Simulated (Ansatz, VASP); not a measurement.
# One calculation of TlMo, two programs

```
Tl Mo
1.0
     0.00000    2.79813    2.79813
     2.79813    0.00000    2.79813
     2.79813    2.79813    0.00000
Tl Mo
1 1
Direct
  0.00000 0.00000 0.00000
  0.50000 0.50000 0.50000
```

Alike in both runs: functional PBE; k mesh 18 × 18 × 18; occupations gaussian, width 0.1 eV; no spin polarisation.

Ansatz relaxed the structure, and its values are those at the end. VASP's run is a single point on that final structure, the one shown.

|  | VASP | Ansatz |
| --- | --- | --- |
| version | VASP 6.6.1 | Ansatz 0.2.0 |
| potentials or method | VASP PAW PBE potentials, release 64 (Tl_d, Mo_sv), cutoff 520 eV | scalar-relativistic, plane waves, PAW |
| valence electrons in the cell | 27 | 27 |

```tsv
	VASP	Ansatz	Ansatz less VASP
gap on the k mesh at the Fermi level (eV)	none	none	-
pressure (GPa)	0.1	0.0	-0.08
```

A gap of «none» marks a metal or a gap that the smearing closes. With one functional, cell and mesh, what is left measures potentials, basis and numerics.

Neither program's run includes spin-orbit coupling.
